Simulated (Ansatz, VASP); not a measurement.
CdTe in VASP and in Ansatz

File INCAR:

```
SYSTEM = CdTe
PREC = Accurate
ENCUT = 520
EDIFF = 1E-6
ISMEAR = -1
SIGMA = 0.02
LREAL = .False.
LASPH = .True.
NELM = 100
ALGO = Normal
ISIF = 2
LWAVE = .False.
LCHARG = .False.
LDIPOL = .True.
IDIPOL = 3
DIPOL = 0.5 0.5 0.500
GGA = PE
NBANDS = 16
```

The input KPOINTS:

```
regular mesh
0
Gamma
  6 4 1
  0 0 0
```

POSCAR

```
CdTe
1.0
    4.6780529409      0.0000000000      0.0000000000
    0.0000000000      6.6157659146      0.0000000000
    0.0000000000      0.0000000000     16.0000000000
Cd Te
1 1
Direct
    0.2500000000      0.1250000000      0.5000000000
    0.7500000000      0.8750000000      0.5000000000
```

Input for Ansatz:

```yaml
crystal:
  lattice:
    - [4.6780529409, 0.0, 0.0]
    - [0.0, 6.6157659146, 0.0]
    - [0.0, 0.0, 16.0]
  atoms:
    - { symbol: Cd, position: [0.25, 0.125, 0.5] }
    - { symbol: Te, position: [0.75, 0.875, 0.5] }
kpoints:
  mp_grid: { grid: [6, 4, 1] }
scf:
  occupations: { method: fermi_dirac, width: 0.02 }
hamiltonian:
  xc: pbe
  pseudopotentials: { kind: all_electron, lapw: { basis_error: 0.001 } }
output:
  forces: true
  stress: true
  eigenvalues: true
  populations: true
  dos: { projected: true, de: 0.2, e_range: [-14, 8] }
efield:
  axis: 3
  amplitude: 0
  dipole_correction: true
```

Alike in both runs: task single point; functional PBE; k mesh 6 × 4 × 1; occupations fermi-dirac, width 0.02 eV; no spin polarisation.

|  | VASP | Ansatz |
| --- | --- | --- |
| version | VASP 6.6.1 | Ansatz 0.2.0 |
| potentials or method | VASP PAW PBE potentials, release 64 (Cd, Te), cutoff 520 eV | all-electron LAPW, scalar-relativistic |

```csv
,VASP,Ansatz,Ansatz less VASP
rms of the force components (eV/Å),0.759,0.765,+0.0055
```

Atom by atom the forces differ by 0.006 eV/Å (rms over components). Ansatz ran all-electron here, and VASP with PAW potentials.

Neither program's run includes spin-orbit coupling.
